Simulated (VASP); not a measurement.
# Hf2S: single point with PBEsol

Hf2S:

```
CELL_PARAMETERS angstrom
-3.34653 0.00000 0.00000
-1.67327 -2.89818 0.00000
0.00000 0.00000 13.16424
ATOMIC_POSITIONS crystal
Hf 0.66667 0.66667 0.35320
Hf 0.33333 0.33333 0.79622
Hf 0.66667 0.66667 0.08983
Hf 0.33333 0.33333 0.53286
S 0.00000 0.00000 0.22151
S 0.00000 0.00000 0.66454
```

This cell differs from its parent crystal: the distance across one plane changed.

```
Program             : VASP 6.6.1
Task                : single point
Functional          : PBEsol
Potentials or basis : VASP PAW PBE potentials, release 64 (Hf_pv, S)
Cutoff              : 520 eV
k mesh              : 16 × 16 × 4
Occupations         : gaussian, width 0.15 eV
Spin                : no spin polarisation
```

| Item | Value |
| --- | --- |
| Pressure | -6.5 GPa |
| Largest force | 0.754 eV/Å |
| Band gap on the k mesh | zero (bands 26 and 27 overlap by 0.69 eV) |

Forces in eV/Å, atoms in the order of the input:
```
Hf   0.000  0.000 -0.067
Hf   0.000  0.000  0.754
Hf   0.000  0.000 -0.754
Hf   0.000  0.000  0.067
S    0.000  0.000 -0.280
S    0.000  0.000  0.280
```

Stress tensor (GPa, compression positive):
```
-6.00  0.00  0.00
 0.00 -6.00  0.00
 0.00  0.00 -7.45
```

Levels at points of the mesh, in eV from the Fermi level:
| k point | band 22 | band 23 | band 24 | band 25 | band 26 | band 27 | band 28 | band 29 | band 30 | band 31 |
| --- | --- | --- | --- | --- | --- | --- | --- | --- | --- | --- |
| (0.00, 0.00, 0.00) | -3.11 | -1.92 | -0.77 | 0.09 | 0.59 | 0.59 | 0.61 | 0.61 | 1.18 | 1.18 |
| (0.50, 0.00, 0.00) | -1.91 | -1.66 | -1.49 | -0.81 | -0.23 | -0.10 | 0.51 | 1.30 | 2.44 | 2.55 |
| (0.00, 0.00, 0.50) | -3.31 | -1.77 | -0.97 | 0.49 | 0.58 | 0.58 | 0.60 | 0.60 | 1.14 | 1.23 |
| (0.50, 0.00, 0.50) | -1.83 | -1.77 | -1.52 | -0.74 | -0.23 | 0.05 | 0.28 | 1.36 | 2.22 | 2.40 |

Run time: 12 min on 1 thread of Oxide Virtual Turin-like Processor (shared host), peak memory 0.5 GiB.

Caveat: the cell differs from its parent crystal (the distance across one plane changed); the cell stands under tension; the PAW data sets were made with another functional, which shifts forces and pressure a little; spin-orbit coupling is left out, which moves the levels of the heavy elements.
